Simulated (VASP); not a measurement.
ZrB, 2 atoms in the cell. The structure is tetragonal, space group I4mm (No. 107). Conventional cell: a = 3.288 Å, b = 3.288 Å, c = 4.650 Å, α = 90.00°, β = 90.00°, γ = 90.00°. Within 2.4 Å of Zr (site symmetry 4mm) lie 5 B at 1.83 to 2.38 Å. B (site symmetry 4mm) has 5 Zr at 1.83 to 2.38 Å within 2.4 Å.  This cell differs from its parent crystal: all Zr atoms moved -0.500 Å, as atom 1 along Cartesian [0 1 0].

| Item | Value |
| --- | --- |
| Program | VASP 6.6.1 |
| Task | single point |
| Functional | PBE |
| Potentials or basis | VASP PAW PBE potentials, release 64 (Zr_sv, B) |
| Cutoff | 520 eV |
| k mesh | 18 × 18 × 18 |
| Occupations | gaussian, width 0.15 eV |
| Spin | no spin polarisation |
| Dipole correction | no |
| Further INCAR settings | ALGO = Normal; EDIFF = 1e-07; NBANDS = 14 |

Potentials or basis: VASP PAW PBE potentials, release 64 (Zr_sv, B).

Launch:

```console
$ cat potpaw_PBE.64/Zr_sv/POTCAR potpaw_PBE.64/B/POTCAR > POTCAR
$ mpirun -np 1 vasp_std > vasp.out
```

Hardware: 1 thread of Intel(R) Xeon(R) Platinum 8375C CPU @ 2.90GHz (Ice Lake), with other jobs on the host.

Problem. How long does it take, and how much memory?

Solution. It took 58 s on 1 thread of Intel(R) Xeon(R) Platinum 8375C CPU @ 2.90GHz (Ice Lake), on a shared host, peak memory 0.28 GiB. Counts: scf iterations 13, k points 480.
